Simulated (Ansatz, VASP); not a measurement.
## SnTe in VASP and in Ansatz

```
Sn Te
1.0
     0.00000    3.61115    3.61115
     3.61115    0.00000    3.61115
     3.61115    3.61115    0.00000
Sn Te
1 1
Direct
  0.00000 0.00000 0.00000
  0.75000 0.75000 0.75000
```

Alike in both runs: task single point; functional LDA; k mesh 6 × 6 × 6; no spin polarisation.

|  | VASP | Ansatz |
| --- | --- | --- |
| version | VASP 6.6.1 | Ansatz 0.2.0 |
| potentials or method | VASP PAW LDA potentials, release 64 (Sn_d, Te), cutoff 520 eV | plane waves, PAW |
| occupations | gaussian, width 0.01 eV | fixed |
| valence electrons in the cell | 20 | 30 |

Ansatz gave:

| Property | Result |
| --- | --- |
| pressure (GPa) | -2.2 |

Estimate VASP's values.

pressure (GPa): -2.1.

LDA's correlation is that of Perdew and Zunger in VASP and of Perdew and Wang (1992) in Ansatz. VASP's potentials hold 20 valence electrons a cell and Ansatz's 30, so a difference there can come from the potentials and not from the codes.

Neither program's run includes spin-orbit coupling.
